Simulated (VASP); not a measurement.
# Ge (P6_3/mmc) in VASP: further runs

The runs below take Ge through single point, with RPBE.

Program: VASP 6.6.1. These are calculated values, not measurements. Logs are shortened: lines on timing, memory, paths and dates and some standing lists are left out, and cuts for length are marked.

## 1. The cell of the first run

It takes space group P6_3/mmc (No. 194, hexagonal). The conventional cell has a = 2.917 Å, b = 2.917 Å, c = 9.564 Å, α = 90.00°, β = 90.00°, γ = 120.00°. Ge (site symmetry -3m) has 12 Ge at 2.92 Å within 3.8 Å. Within 3.8 Å of Ge (site symmetry -6m2) lie 12 Ge at 2.92 Å.

This isn't the form of Ge at room conditions, which is diamond.

## 2. Single point, RPBE (17.62 Å³/atom)

Input file INCAR:

```
  PREC = Accurate
  ENCUT = 520
  EDIFF = 1E-6
  ISMEAR = -1
  SIGMA = 0.1
  LREAL = F
  LASPH = T
  NELM = 80
  ALGO = Normal
  ISIF = 2
  LWAVE = F
  LCHARG = F
  GGA = RP
  NBANDS = 36
```

Input file KPOINTS:

```
regular mesh
0
Gamma
  13 13 4
```

Input file POSCAR:

```
Ge
1.0
    2.9167686057      0.0000000000      0.0000000000
   -1.4583843029      2.5259957095      0.0000000000
    0.0000000000      0.0000000000      9.5641209165
Ge
4
Direct
    0.0000000000      1.0000000000      1.0000000000
    0.0000000000      1.0000000000      0.5000000000
    0.3333333333      0.6666666667      0.2500000000
    0.6666666667      0.3333333333      0.7500000000
```

Potentials or basis: VASP PAW PBE potentials, release 64 (Ge_d).

Launch:

```console
> cat potpaw_PBE.64/Ge_d/POTCAR > POTCAR
> mpirun -np 1 vasp_std > vasp.out
```

OUTCAR:

```text
PREC = Accurate
   ENCUT = 520
   EDIFF = 1E-6
   ISMEAR = -1
   LREAL = F
   LASPH = T
   NELM = 80
   ISIF = 2
   GGA = RP

 ion  position               nearest neighbor table
   1  0.000  0.000  0.000-
   2  0.000  0.000  0.500-
   3  0.333  0.667  0.250-
   4  0.667  0.333  0.750-

  LATTYP: Found a hexagonal cell.
 ALAT       =     2.9167686057
 C/A-ratio  =     3.2790125682

  Lattice vectors:

 A1 = (   2.9167686057,   0.0000000000,   0.0000000000)
 A2 = (  -1.4583843029,   2.5259957095,   0.0000000000)
 A3 = (   0.0000000000,   0.0000000000,   9.5641209165)

Analysis of symmetry for initial positions (statically):
=====================================================================
 Subroutine PRICEL returns:
 Original cell was already a primitive cell.

 Routine SETGRP: Setting up the symmetry group for a
 hexagonal supercell.

 Subroutine GETGRP returns: Found 24 space group operations
 (whereof 12 operations were pure point group operations)
 out of a pool of 24 trial point group operations.

The static configuration has the point symmetry D_3d.
 The point group associated with its full space group is D_6h.

Analysis of symmetry for dynamics (positions and initial velocities):
=====================================================================
 Subroutine PRICEL returns:
 Original cell was already a primitive cell.

 Routine SETGRP: Setting up the symmetry group for a
 hexagonal supercell.

 Subroutine GETGRP returns: Found 24 space group operations
 (whereof 12 operations were pure point group operations)
 out of a pool of 24 trial point group operations.

The dynamic configuration has the point symmetry D_3d.
 The point group associated with its full space group is D_6h.

 Subroutine INISYM returns: Found 24 space group operations
 (whereof 12 operations are pure point group operations),
 and found     1 'primitive' translations

----------------------------------------------------------------------------------------

                                     Primitive cell

  volume of cell :      70.4660

  direct lattice vectors                    reciprocal lattice vectors
     2.916768606  0.000000000  0.000000000     0.342845160  0.197941746  0.000000000
    -1.458384303  2.525995710  0.000000000     0.000000000  0.395883491  0.000000000
     0.000000000  0.000000000  9.564120917     0.000000000  0.000000000  0.104557440

  length of vectors
     2.916768606  2.916768606  9.564120917     0.395883491  0.395883491  0.104557440

  position of ions in fractional coordinates (direct lattice)
     0.000000000  0.000000000  0.000000000
     0.000000000  0.000000000  0.500000000
     0.333333333  0.666666667  0.250000000
     0.666666667  0.333333333  0.750000000

  ion indices of the primitive-cell ions
   primitive index   ion index
                 1           1
                 2           2
                 3           3
                 4           4

----------------------------------------------------------------------------------------

 KPOINTS: regular mesh

Automatic generation of k-mesh.
 Grid dimensions read from file:
 generate k-points for:   13   13    4

 Generating k-lattice:

  Cartesian coordinates                     Fractional coordinates (reciprocal lattice)
     0.026372705  0.015226288  0.000000000     0.076923077  0.000000000  0.000000000
     0.000000000  0.030452576  0.000000000     0.000000000  0.076923077  0.000000000
     0.000000000  0.000000000  0.026139360     0.000000000  0.000000000  0.250000000

  Length of vectors
     0.030452576  0.030452576  0.026139360

  Shift w.r.t. Gamma in fractional coordinates (k-lattice)
     0.000000000  0.000000000  0.000000000

 Subroutine IBZKPT returns following result:
 ===========================================

 Found     63 irreducible k-points:

 Following reciprocal coordinates:
            Coordinates               Weight
  0.000000  0.000000  0.000000      1.000000
  0.076923 -0.000000  0.000000      6.000000
  0.153846  0.000000  0.000000      6.000000
  0.230769 -0.000000  0.000000      6.000000
  0.307692  0.000000  0.000000      6.000000
  0.384615 -0.000000  0.000000      6.000000
[... 16 lines left out ...]
  0.076923 -0.000000  0.250000     12.000000
  0.153846  0.000000  0.250000     12.000000
 [... further k-points ...]
   k-points           NKPTS =     63   k-points in BZ     NKDIM =     63   number of bands    NBANDS=     36
   number of dos      NEDOS =    301   number of ions     NIONS =      4
   total plane-waves  NPLWV =  41472
   dimension x,y,z NGX =    24 NGY =   24 NGZ =   72
   dimension x,y,z NGXF=    48 NGYF=   48 NGZF=  144
   ions per type =               4
   NGX,Y,Z   is equivalent  to a cutoff of  13.68, 13.68, 12.52 a.u.
   NGXF,Y,Z  is equivalent  to a cutoff of  27.36, 27.36, 25.03 a.u.
 SYSTEM =  unknown system
   PREC   = accura    normal or accurate (medium, high low for compatibility)
   ISTART =      0    job   : 0-new  1-cont  2-samecut
   ICHARG =      2    charge: 1-file 2-atom 10-const
   ISPIN  =      1    spin polarized calculation?
   LNONCOLLINEAR =      F non collinear calculations
   LSORBIT =      F    spin-orbit coupling
   LASPH  =      T    aspherical Exc in radial PAW
   ENCUT  =  520.0 eV  38.22 Ry    6.18 a.u.   5.42  5.42 17.78*2*pi/ulx,y,z
   NELM   =     80;   NELMIN=  2; NELMDL= -5     # of ELM steps
   EDIFF  = 0.1E-05   stopping-criterion for ELM
   LREAL  =      F    real-space projection
   EDIFFG = 0.1E-04   stopping-criterion for IOM
   NSW    =      0    number of steps for IOM
   IBRION =     -1    ionic relax: 0-MD 1-quasi-New 2-CG
   NFREE  =      0    steps in history (QN), initial steepest desc. (CG)
   ISIF   =      2    stress and relaxation
   ISYM   =      2    0-nonsym 1-usesym 2-fastsym
   POTIM  = 0.5000    time-step for ionic-motion
   TEBEG  =    0.0;   TEEND  =   0.0 temperature during run
   PSTRESS=    0.0 pullay stress
   NELECT =      56.0000    total number of electrons
   NUPDOWN=      -1.0000    fix difference up-down
   EMIN   =  10.00;   EMAX   =-10.00  energy-range for DOS
   EFERMI =   0.00;   METHOD = LEGACY
   ISMEAR =    -1;   SIGMA  =   0.10  broadening in eV -4-tet -1-fermi 0-gaus
   EFERMI_NEDOS =   21; number of points for ismear=-14 and -15
   IALGO  =     38    algorithm
   IMIX   =      4    mixing-type and parameters
     AMIX     =   0.40;   BMIX     =  1.00
     AMIX_MAG =   1.60;   BMIX_MAG =  1.00
  volume/ion in A,a.u.               =      17.62       118.88
  Fermi-wavevector in a.u.,A,eV,Ry     =   1.516390  2.865562 31.285769  2.299439
  Thomas-Fermi vector in A             =   2.625786
   LORBIT       =      0    0 simple, 1 ext, 2 COOP (PROOUT), +10 PAW based schemes
   GGA     = RP    functional components
   LHFCALC =     F    Hartree Fock is set to
   AEXX    =    0.0000 exact exchange contribution
   IVDW    =     0    specifies the selected vdW correction
   LEPSILON=     F    determine dielectric tensor
   LRPA    =     F    only Hartree local field effects (RPA)
 non-spin polarized calculation
  energy-cutoff  :      520.00
  volume of cell :       70.47
 maximum number of plane-waves:      1944
 NGX is ok and might be reduce to    24
   NGX = 11   NGY = 11   NGZ = 35

 number of electron      55.9999958 magnetization

 Free energy of the ion-electron system (eV)
  ---------------------------------------------------
  ext. energy  EPLUGINS =         0.00000000
  ---------------------------------------------------
  free energy    TOTEN  =       -15.06785153 eV

  energy without entropy =      -15.01664213  energy(sigma->0) =      -15.04224683

 E-fermi :   7.7389     XC(G=0): -11.5439

 val. band max:        7.6778937992   @ k =   0.4615  -0.0000   0.2500
 cond. band min:       7.8213360850   @ k =   0.1538   0.1538   0.2500
 fundamental gap:      0.1434422858
 Fermi energy:         7.7389208025

 k-point     1 :       0.0000    0.0000    0.0000
  band No.  band energies     occupation
      1     -17.1609      2.00000
      2     -17.1588      2.00000
      3     -17.1486      2.00000
      4     -17.1486      2.00000
      5     -17.1417      2.00000
      6     -17.1417      2.00000
[... 28 lines left out ...]
     35      17.2857      0.00000
     36      17.4157      0.00000

 k-point     2 :       0.0769   -0.0000    0.0000
  band No.  band energies     occupation
      1     -17.1597      2.00000
      2     -17.1579      2.00000
      3     -17.1488      2.00000
      4     -17.1451      2.00000
      5     -17.1434      2.00000
      6     -17.1427      2.00000
[... 28 lines left out ...]
     35      17.2251      0.00000
     36      17.4470      0.00000

 k-point     3 :       0.1538    0.0000    0.0000
  band No.  band energies     occupation
      1     -17.1671      2.00000
      2     -17.1603      2.00000
      3     -17.1497      2.00000
      4     -17.1455      2.00000
      5     -17.1385      2.00000
      6     -17.1334      2.00000
[... 28 lines left out ...]
     35      16.5035      0.00000
     36      17.2646      0.00000

 k-point     4 :       0.2308   -0.0000    0.0000
  band No.  band energies     occupation
      1     -17.1808      2.00000
      2     -17.1680      2.00000
      3     -17.1593      2.00000
      4     -17.1438      2.00000
      5     -17.1394      2.00000
      6     -17.1305      2.00000
[... 28 lines left out ...]
     35      15.0902      0.00000
     36      16.3409      0.00000

 k-point     5 :       0.3077    0.0000    0.0000
  band No.  band energies     occupation
      1     -17.1950      2.00000
      2     -17.1757      2.00000
      3     -17.1704      2.00000
      4     -17.1514      2.00000
      5     -17.1475      2.00000
      6     -17.1345      2.00000
[... 655 lines left out ...]
 k-point    22 :       0.0000    0.0000    0.2500
  band No.  band energies     occupation
      1     -17.1606      2.00000
      2     -17.1591      2.00000
      3     -17.1475      2.00000
      4     -17.1475      2.00000
      5     -17.1415      2.00000
      6     -17.1415      2.00000
[... 28 lines left out ...]
     35      17.1651      0.00000
     36      17.1651      0.00000

 k-point    23 :       0.0769   -0.0000    0.2500
  band No.  band energies     occupation
      1     -17.1596      2.00000
      2     -17.1584      2.00000
      3     -17.1482      2.00000
      4     -17.1457      2.00000
      5     -17.1417      2.00000
      6     -17.1410      2.00000
[... 28 lines left out ...]
     35      16.4293      0.00000
     36      17.2838      0.00000

 k-point    24 :       0.1538    0.0000    0.2500
  band No.  band energies     occupation
      1     -17.1667      2.00000
      2     -17.1622      2.00000
      3     -17.1490      2.00000
      4     -17.1426      2.00000
      5     -17.1404      2.00000
      6     -17.1324      2.00000
[... 28 lines left out ...]
     35      16.0003      0.00000
     36      16.9772      0.00000

 [... further k-points ...]
[... 5 lines left out ...]
  --------------------------------------------------------------------------------------
  -------------------------------------------------------------------------------------
  Total        4.0831434      4.0831434      4.7927021     -0.0000000      0.0000000      0.0000000
  in kB       92.8379555     92.8379555    108.9711100     -0.0000000      0.0000000      0.0000000
  external PRESSURE =      98.2156737 kB  Pullay stress =       0.0000000 kB

 VOLUME and BASIS-vectors are now :
 -----------------------------------------------------------------------------
  energy-cutoff  :      520.00
  volume of cell :       70.47
      direct lattice vectors                 reciprocal lattice vectors
     2.916768606  0.000000000  0.000000000     0.342845160  0.197941746  0.000000000
    -1.458384303  2.525995710  0.000000000     0.000000000  0.395883491  0.000000000
     0.000000000  0.000000000  9.564120917     0.000000000  0.000000000  0.104557440

 POSITION                                       TOTAL-FORCE (eV/Angst)
 -----------------------------------------------------------------------------------
      0.00000      0.00000      0.00000        -0.000000      0.000000     -0.000000
      0.00000      0.00000      4.78206        -0.000000      0.000000     -0.000000
     -0.00000      1.68400      2.39103         0.000000     -0.000000      0.000000
      1.45838      0.84200      7.17309        -0.000000      0.000000      0.000000
 -----------------------------------------------------------------------------------
    total drift:                               -0.000000      0.000000      0.000000

  FREE ENERGIE OF THE ION-ELECTRON SYSTEM (eV)
  ---------------------------------------------------
  free  energy   TOTEN  =       -15.0678515332 eV

  energy  without entropy=      -15.0166421298  energy(sigma->0) =      -15.04224683
```

It took 4.1 min on 1 thread of Intel Xeon 8259CL, shared host; peak memory 0.25 GiB.

Results:

* Free energy: -15.0679 eV
* Pressure: 9.8 GPa
* Band gap on the k mesh: zero (bands 28 and 29 overlap by 10.21 eV)

Caveat: the cell stands under pressure; the PAW data sets were made with another functional, which shifts forces and pressure a little.

[end of part 1 of 2]

The gap in the log of VASP goes by the Fermi energy; the results here count the filled bands.